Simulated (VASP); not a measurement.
# Ge in VASP: a series of runs, part 2 of 2

VASP 6.6.1. The steps go on from the part before.

**4. Relaxation of cell and atoms, PBE**

Input file INCAR:

```
PREC     = Accurate       # precision mode
ENCUT    = 600            # plane-wave cutoff, eV
EDIFF    = 1E-6           # SCF threshold, eV
ISMEAR   = 0              # smearing method
SIGMA    = 0.1            # smearing width, eV
LREAL    = False          # projectors in reciprocal space
LASPH    = True           # aspherical terms in the spheres
NELM     = 60             # most SCF steps
ALGO     = Normal         # electronic algorithm
ISIF     = 3              # what is computed and relaxed
LWAVE    = False          # write WAVECAR
LCHARG   = False          # write CHGCAR
GGA      = PE             # functional
IBRION   = 2              # ionic algorithm
NSW      = 100            # ionic steps
EDIFFG   = -0.01          # ionic threshold
```

Input file KPOINTS:

```
regular mesh
0
Gamma
  20 20 20
```

Input file POSCAR:

```
Ge
1.0
    2.7513208047      0.0000000000      0.0000000000
    0.0000000000      2.7513208047      0.0000000000
    0.0000000000      0.0000000000      2.6449540389
Ge
1
Direct
    0.0000000000      0.0000000000      0.0000000000
```

Potentials or basis: VASP PAW PBE potentials, release 64 (Ge_d).

Launch:

```console
> cat potpaw_PBE.64/Ge_d/POTCAR > POTCAR
> mpirun -np 1 vasp_std > vasp.out
```

OUTCAR:

```text
PREC = Accurate
   ENCUT = 600
   EDIFF = 1E-6
   ISMEAR = 0
   LREAL = False
   LASPH = True
   NELM = 60
   ISIF = 3
   GGA = PE
   IBRION = 2
   NSW = 100
   EDIFFG = -0.01

 ion  position               nearest neighbor table
   1  0.000  0.000  0.000-

  LATTYP: Found a simple tetragonal cell.
 ALAT       =     2.7513208047
 C/A-ratio  =     0.9613397443

  Lattice vectors:

 A1 = (   2.7513208047,   0.0000000000,   0.0000000000)
 A2 = (   0.0000000000,   2.7513208047,   0.0000000000)
 A3 = (   0.0000000000,   0.0000000000,   2.6449540389)

Analysis of symmetry for initial positions (statically):
=====================================================================
 Subroutine PRICEL returns:
 Original cell was already a primitive cell.

 Routine SETGRP: Setting up the symmetry group for a
[... 399 lines left out ...]
      3     -18.5267      2.00000
      4     -18.5267      2.00000
      5     -18.5267      2.00000
      6      -6.8182      2.00000
      7      12.4729      0.00000
      8      12.4827      0.00000
      9      12.4827      0.00000
     10      15.9144      0.00000
     11      15.9195      0.00000
[... 309 lines left out ...]
 k-point    24 :       0.2000    0.1000    0.0000
  band No.  band energies     occupation
      1     -18.7514      2.00000
      2     -18.6961      2.00000
      3     -18.5556      2.00000
      4     -18.5481      2.00000
      5     -18.5309      2.00000
      6      -5.8475      2.00000
      7       7.0932      0.00000
      8      10.9306      0.00000
      9      13.3856      0.00000
     10      17.4448      0.00000
     11      20.0217      0.00000

 [... further k-points ...]

------------------------ aborting loop because EDIFF is reached ----------------------------------------

  FORCE on cell =-STRESS in cart. coord.  units (eV):
  Direction    XX          YY          ZZ          XY          YZ          ZX
  --------------------------------------------------------------------------------------
  -------------------------------------------------------------------------------------
  Total        0.0058185      0.0058185      0.0055741      0.0000000      0.0000000     -0.0000000
  in kB        0.4674260      0.4674260      0.4477907      0.0000000      0.0000000     -0.0000000
  external PRESSURE =       0.4608809 kB  Pullay stress =       0.0000000 kB
[... 16 lines left out ...]
  FREE ENERGIE OF THE ION-ELECTRON SYSTEM (eV)
  ---------------------------------------------------
  free  energy   TOTEN  =        -4.2710823036 eV

  energy  without entropy=       -4.2685755062  energy(sigma->0) =       -4.26982890

 reached required accuracy - stopping structural energy minimisation
```

OSZICAR:

```text
N       E                     dE             d eps       ncg     rms          rms(c)
DAV:   1     0.568021835017E+02    0.56802E+02   -0.82902E+03 16487   0.376E+03
DAV:   2     0.482051881560E+00   -0.56320E+02   -0.54519E+02 16357   0.416E+02
[... 47 lines left out ...]
   6 F= -.42710724E+01 E0= -.42698159E+01  d E =-.185849E-03
       N       E                     dE             d eps       ncg     rms          rms(c)
DAV:   1    -0.427135908993E+01   -0.28620E-03   -0.36073E-03 19470   0.147E+00    0.980E-02
DAV:   2    -0.427115226787E+01    0.20682E-03   -0.26872E-04 18682   0.405E-01    0.496E-02
DAV:   3    -0.427108545099E+01    0.66817E-04   -0.10206E-04 20002   0.219E-01    0.104E-02
DAV:   4    -0.427108218593E+01    0.32651E-05   -0.80693E-06 18234   0.708E-02    0.336E-03
DAV:   5    -0.427108230361E+01   -0.11768E-06   -0.14074E-07  8604   0.531E-03
   7 F= -.42710823E+01 E0= -.42698289E+01  d E =-.195765E-03
```

CONTCAR:

```text
Ge
   1.00000000000000
     2.7116351048278262   -0.0000000000000000    0.0000000000000000
     0.0000000000000000    2.7116351048278262    0.0000000000000000
    -0.0000000000000000   -0.0000000000000000    2.7123460075194150
  Ge
     1
Direct
     0.0000000000000000    1.0000000000000000    0.0000000000000000

  0.00000000E+00  0.00000000E+00  0.00000000E+00
```

It took 10 min on 1 thread of Intel Xeon 8259CL, shared host; peak memory 0.32 GiB.

Results:

```yaml
Free_energy: -4.2711 eV
Relaxed_volume: 19.94 Å³/atom
Relaxed_cell: a = 2.712 Å, b = 2.712 Å, c = 2.712 Å, α = 90.00°, β = 90.00°, γ = 90.00°
Space_group_after_relaxing_to_0.1_Å: Pm-3m (No. 221)
Energy_gained_by_relaxing: 5.9 meV/atom
Ionic_steps: 7
Pressure_after_relaxing: 0.0 GPa
Band_gap_on_the_k_mesh: zero (bands 7 and 8 overlap by 9.09 eV)
```

Step by step:
| step | energy change (eV) | largest force (eV/Å) | pressure (GPa) | volume (Å³) |
| --- | --- | --- | --- | --- |
| 1 | 0.0000 | 0.0000 | -0.31 | 20.02 |
| 2 | -0.0045 | 0.0000 | 0.30 | 19.91 |
| 3 | -0.0056 | 0.0000 | 0.69 | 19.79 |
| 4 | -0.0057 | 0.0000 | 0.57 | 19.82 |
| 5 | -0.0057 | 0.0000 | 0.40 | 19.81 |
| 6 | -0.0059 | 0.0000 | -0.09 | 19.97 |
| 7 | -0.0059 | 0.0000 | 0.05 | 19.94 |

Final structure:
```
CELL_PARAMETERS angstrom
2.71164 0.00000 0.00000
0.00000 2.71164 0.00000
0.00000 0.00000 2.71235
ATOMIC_POSITIONS crystal
Ge 0.00000 0.00000 0.00000
```

Levels at points of the mesh, in eV from the Fermi level:
```tsv
k point	band 5	band 6	band 7	band 8	band 9	band 10
(0.00, 0.00, 0.00)	-24.41	-12.70	6.59	6.60	6.60	10.03
(0.50, 0.00, 0.00)	-24.41	-9.00	-5.54	9.43	9.44	13.23
(0.50, 0.50, 0.00)	-24.34	-5.07	-2.50	-2.50	3.21	12.21
(0.00, 0.00, 0.50)	-24.41	-9.00	-5.54	9.44	9.44	13.23
(0.50, 0.00, 0.50)	-24.34	-5.08	-2.50	-2.50	3.21	12.22
(0.50, 0.50, 0.50)	-24.33	-0.55	0.35	0.35	0.35	6.91
```

**5. The runs side by side**

```csv
task,cell,k mesh,cutoff (eV),gap on the mesh (eV),pressure (GPa)
single point,"a = 2.645, b = 2.751, c = 2.752 Å, 1 atom",8 × 6 × 6,520,none,-0.3
single point,"a = 2.711 Å, 1 atom",20 × 20 × 20,520,none,-0.1
relaxation of cell and atoms,"relaxed from a = 2.751, b = 2.751, c = 2.645 Å, 1 atom",20 × 20 × 20,600,none,0.0
```

Alike in all rows: level PBE; potentials or basis VASP PAW PBE potentials, release 64 (Ge_d); no spin polarisation; smearing gaussian 0.1 eV.

Caveats: some runs use coarse meshes.

Absolute energies hang on the potentials; compare differences alone.
